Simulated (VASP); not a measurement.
Write the native input for VASP 6.6.1 that does the following.

* Task: single point
* Functional: PBE
* Potentials or basis: VASP PAW PBE potentials, release 64 (In_d, Sb)
* Cutoff: 520 eV
* k mesh: 10 × 10 × 10
* Occupations: fermi-dirac, width 0.03 eV
* Spin: no spin polarisation
* Dipole correction: no
* Further INCAR settings: ALGO = Normal; EDIFF = 1e-07; NBANDS = 16

The structure of InSb lies in POSCAR:

```
InSb
1.0
    0.0000000000      3.2173604188      3.2173604188
    3.2173604188      0.0000000000      3.2173604188
    3.2173604188      3.2173604188      0.0000000000
In Sb
1 1
Direct
    0.0000000000      0.0000000000      0.0000000000
    0.7500000000      0.7500000000      0.7500000000
```

The input as run:

INCAR

```
  ALGO = Normal
  EDIFF = 1E-7
  ENCUT = 520
  GGA = PE
  ISIF = 2
  ISMEAR = -1
  LASPH = True
  LCHARG = False
  LREAL = False
  LWAVE = False
  NBANDS = 16
  NELM = 60
  PREC = Accurate
  SIGMA = 0.03
```

KPOINTS

```
k-points
0
Gamma
  10 10 10
```

Potentials or basis: VASP PAW PBE potentials, release 64 (In_d, Sb).

Command:

```bash
$ cat potpaw_PBE.64/In_d/POTCAR potpaw_PBE.64/Sb/POTCAR > POTCAR
$ mpirun -np 1 vasp_std > vasp.out
```

It gave:

```yaml
Pressure: 4.2 GPa
Band_gap_on_the_k_mesh: zero (filled and empty bands touch)
```

Caveat: the cell stands under pressure; semilocal functionals underestimate gaps, so a narrow gap can read as zero; spin-orbit coupling is left out, which moves the levels of the heavy elements.

Wall time 53 s on 1 thread of Intel Xeon 8259CL, on a shared host, peak memory 0.23 GiB.
